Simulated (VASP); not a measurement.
Set up this calculation in VASP 6.6.1, as the native input.

- Task: single point
- Functional: PBEsol
- Potentials or basis: VASP PAW PBE potentials, release 64 (Ti_sv, Al)
- Cutoff: 520 eV
- k mesh: 18 × 18 × 10
- Occupations: gaussian, width 0.15 eV
- Spin: no spin polarisation
- Dipole correction: no
- Further INCAR settings: ALGO = Fast; EDIFF = 1e-06; NBANDS = 14

The structure of TiAl lies in POSCAR:

```
TiAl
1.0
    2.8672622327      0.0000000000      0.0000000000
   -1.4336311163      2.4831219328      0.0000000000
    0.0000000000      0.0000000000      4.6780830000
Ti Al
1 1
Direct
    0.0053954095      0.0805437693      0.0000000000
    0.3333333333      0.6666666667      0.5000000000
```

This cell differs from its parent crystal: atom 1 (Ti) moved by (-0.100, +0.200) A along x and y.

The input as run:

INCAR

```
SYSTEM = TiAl
PREC = Accurate
ENCUT = 520
EDIFF = 1E-6
ISMEAR = 0
SIGMA = 0.15
LREAL = .FALSE.
LASPH = .TRUE.
NELM = 100
ALGO = Fast
ISIF = 2
LWAVE = .FALSE.
LCHARG = .TRUE.
GGA = PS
LELF = .TRUE.
LVHAR = .TRUE.
NBANDS = 14
```

KPOINTS

```
Automatic mesh
0
G
  18 18 10
  0 0 0
```

Potentials or basis: VASP PAW PBE potentials, release 64 (Ti_sv, Al).

The run is started by

```bash
$ cat potpaw_PBE.64/Ti_sv/POTCAR potpaw_PBE.64/Al/POTCAR > POTCAR
$ mpirun -np 1 vasp_std > vasp.out
```

It gave:

The pressure is -2.4 GPa and the largest force is 0.460 eV/Å. The band gap on the k mesh is zero (an odd number of electrons rules out a gap without spin polarisation).

Caveat: the cell differs from its parent crystal (atom 1 (Ti) moved by (-0.100, +0.200) A along x and y); the stress differs along the axes, from -5 to 0 GPa; the PAW data sets were made with another functional, which shifts forces and pressure a little.

Run time: 11 min on 1 thread of Intel(R) Xeon(R) Platinum 8259CL CPU @ 2.50GHz (Skylake/Cascade Lake), with other jobs on the host, peak memory 0.56 GiB.
